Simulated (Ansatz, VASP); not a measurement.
Ga4Sb3As in VASP and in Ansatz

Contents of INCAR:

```
SYSTEM = Ga4Sb3As
PREC     = Accurate       ! precision mode
ENCUT    = 520            ! plane-wave cutoff, eV
EDIFF    = 1E-6           ! SCF threshold, eV
ISMEAR   = -1             ! smearing method
SIGMA    = 0.02           ! smearing width, eV
LREAL    = .False.        ! projectors in reciprocal space
LASPH    = .True.         ! aspherical terms in the spheres
NELM     = 150            ! most SCF steps
ALGO     = Normal         ! electronic algorithm
ISIF     = 2              ! what is computed and relaxed
LWAVE    = .False.        ! write WAVECAR
LCHARG   = .False.        ! write CHGCAR
MAGMOM   = 0 0 0 0 0 0 0 0 0 0 0 0 0 0 0 0 0 0 0 0 0 0 0 0 ! initial moments
LORBIT   = 11             ! projections on sites
LSORBIT  = .True.         ! spin-orbit coupling
GGA_COMPAT= .False.      
LORBMOM  = .True.       
GGA      = PE             ! functional
NBANDS   = 90             ! bands
```

KPOINTS

```
regular mesh
0
Gamma
  4 4 4
  0 0 0
```

Contents of POSCAR:

```
Ga4Sb3As
1.0
    6.0191720579      0.0000000000      0.0000000000
    0.0000000000      6.0191720579      0.0000000000
    0.0000000000      0.0000000000      6.0191720579
As Ga Sb
1 4 3
Direct
    0.0000000000      0.0000000000      0.0000000000
    0.7587795027      0.7587795027      0.7587795027
    0.2412204973      0.2412204973      0.7587795027
    0.2412204973      0.7587795027      0.2412204973
    0.7587795027      0.2412204973      0.2412204973
    0.5000000000      0.5000000000      0.0000000000
    0.5000000000      0.0000000000      0.5000000000
    0.0000000000      0.5000000000      0.5000000000
```

Input for Ansatz:

```yaml
crystal:
  lattice:
    - [6.0191720579, 0.0, 0.0]
    - [0.0, 6.0191720579, 0.0]
    - [0.0, 0.0, 6.0191720579]
  atoms:
    - { symbol: As, position: [0.0, 0.0, 0.0] }
    - { symbol: Ga, position: [0.7587795027, 0.7587795027, 0.7587795027] }
    - { symbol: Sb, position: [0.5, 0.5, 0.0] }
    - { symbol: Ga, position: [0.2412204973, 0.2412204973, 0.7587795027] }
    - { symbol: Sb, position: [0.5, 0.0, 0.5] }
    - { symbol: Ga, position: [0.2412204973, 0.7587795027, 0.2412204973] }
    - { symbol: Sb, position: [0.0, 0.5, 0.5] }
    - { symbol: Ga, position: [0.7587795027, 0.2412204973, 0.2412204973] }
kpoints:
  mp_grid: { grid: [4, 4, 4] }
  band_path:
    path: [[0.0, 0.0, 0.0], [0.0, 0.5, 0.0], [0.5, 0.5, 0.0], [0.5, 0.5, 0.5]]
    npoints: 1
hamiltonian:
  xc: pbe
scf:
  occupations: { method: fermi_dirac, width: 0.02 }
  n_extra_bands: 12
magnetization:
  noncollinear: true
  spin_orbit: true
output:
  forces: true
  stress: true
  eigenvalues: true
```

Alike in both runs: task single point; functional PBE; k mesh 4 × 4 × 4; occupations fermi-dirac, width 0.02 eV; non-collinear spin, spin-orbit coupling.

```csv
,VASP,Ansatz
version,VASP 6.6.1,Ansatz 0.2.0
potentials or method,"VASP PAW PBE potentials, release 64 (As, Ga_d, Sb)","plane waves, PAW"
plane-wave cutoff (eV),520,420
valence electrons in the cell,72,112
```

Ansatz gave:

| Quantity | Value |
| --- | --- |
| pressure (GPa) | 2.2 |
| rms of the force components (eV/Å) | 0.014 |

What did VASP give for the same quantities?

Pressure (GPa): 2.3; rms of the force components (eV/Å): 0.014.

With one functional, cell and mesh, what is left measures potentials, basis and numerics. VASP's potentials hold 72 valence electrons a cell and Ansatz's 112, so a difference there can come from the potentials and not from the codes.
